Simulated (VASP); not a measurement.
Write the native input for VASP 6.6.1 that does the following.

| Item | Value |
| --- | --- |
| Task | single point |
| Functional | PBE |
| Potentials or basis | VASP PAW PBE potentials, release 64 (Hf_pv, Pb_d, O) |
| Cutoff | 600 eV |
| k mesh | 12 × 12 × 2 |
| Occupations | gaussian, width 0.1 eV |
| Spin | no spin polarisation |
| Dipole correction | no |
| Further INCAR settings | ALGO = Normal; EDIFF = 1e-06; NBANDS = 56 |

The structure of HfPb5O2 lies in POSCAR:

```
HfPb5O2
1.0
    3.3651734739      0.0000000000      0.0000000000
   -1.6825867370      2.9143257165      0.0000000000
    0.0000000000      0.0000000000     22.7256439935
Hf Pb O
1 5 2
Direct
    0.0000000000      0.0000000000      0.0000000000
    0.0000000000      0.0000000000      0.2299369132
    0.0000000000      0.0000000000      0.7700630868
    0.6666666667      0.3333333333      0.6391959320
    0.3333333333      0.6666666667      0.3608040680
    0.0000000000      0.0000000000      0.5000000000
    0.6666666667      0.3333333333      0.9596167579
    0.3333333333      0.6666666667      0.0403832421
```

One way to write it, as run:

INCAR

```
SYSTEM = HfPb5O2
  PREC = Accurate
  ENCUT = 600
  EDIFF = 1E-6
  ISMEAR = 0
  SIGMA = 0.1
  LREAL = .False.
  LASPH = .True.
  NELM = 120
  ALGO = Normal
  ISIF = 2
  LWAVE = .False.
  LCHARG = .True.
  GGA = PE
  LELF = .True.
  LVHAR = .True.
  NBANDS = 56
  GGA_COMPAT = .False.
```

KPOINTS

```
regular mesh
0
Gamma
  12 12 2
  0 0 0
```

Potentials or basis: VASP PAW PBE potentials, release 64 (Hf_pv, Pb_d, O).

Launch:

```bash
$ cat potpaw_PBE.64/Hf_pv/POTCAR potpaw_PBE.64/Pb_d/POTCAR potpaw_PBE.64/O/POTCAR > POTCAR
$ mpirun -np 1 vasp_std > vasp.out
```

Results of the run:

```yaml
Pressure: -0.5 GPa
Largest_force: 0.171 eV/Å
Band_gap_on_the_k_mesh: zero (bands 46 and 47 overlap by 2.93 eV)
```

Caveat: spin-orbit coupling is left out, which moves the levels of the heavy elements.

Wall time 6.7 min on 1 thread of Intel(R) Xeon(R) 6975P-C (Granite Rapids), on a shared host, peak memory 0.69 GiB.
